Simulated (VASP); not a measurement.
The system is TiC.

```
CELL_PARAMETERS angstrom
0.00000 2.16572 2.16572
2.16572 0.00000 2.16572
2.16572 2.16572 0.00000
ATOMIC_POSITIONS crystal
Ti 0.00000 0.00000 0.00000
C 0.50000 0.50000 0.50000
```

| Item | Value |
| --- | --- |
| Program | VASP 6.6.1 |
| Task | relaxation of cell and atoms |
| Functional | LDA |
| Potentials or basis | VASP PAW LDA potentials, release 64 (Ti_sv, C) |
| Cutoff | 600 eV |
| k mesh | 11 × 11 × 11 |
| Occupations | fermi-dirac, width 0.05 eV |
| Spin | no spin polarisation |

At the start: pressure -12.0 GPa; volume 10.16 Å³/atom.

Q: Where does the relaxation end?

A: Over 4 steps the energy falls by 18.3 meV/atom and the volume is 9.69 Å³/atom (-4.6 %); space group Fm-3m (No. 225, to 0.05 Å).

The path:
| step | energy change (eV) | largest force (eV/Å) | pressure (GPa) | volume (Å³) |
| --- | --- | --- | --- | --- |
| 1 | 0.0000 | 0.0000 | -12.01 | 20.32 |
| 2 | 0.0385 | 0.0000 | 20.74 | 18.16 |
| 3 | -0.0365 | 0.0000 | -0.21 | 19.40 |
| 4 | -0.0365 | 0.0000 | 0.03 | 19.38 |

Final structure:
```
Ti C
1.0
     0.00000    2.13183    2.13183
     2.13183    0.00000    2.13183
     2.13183    2.13183    0.00000
Ti C
1 1
Cartesian
  2.1318 2.1318 0.0000
  2.1318 2.1318 2.1318
```
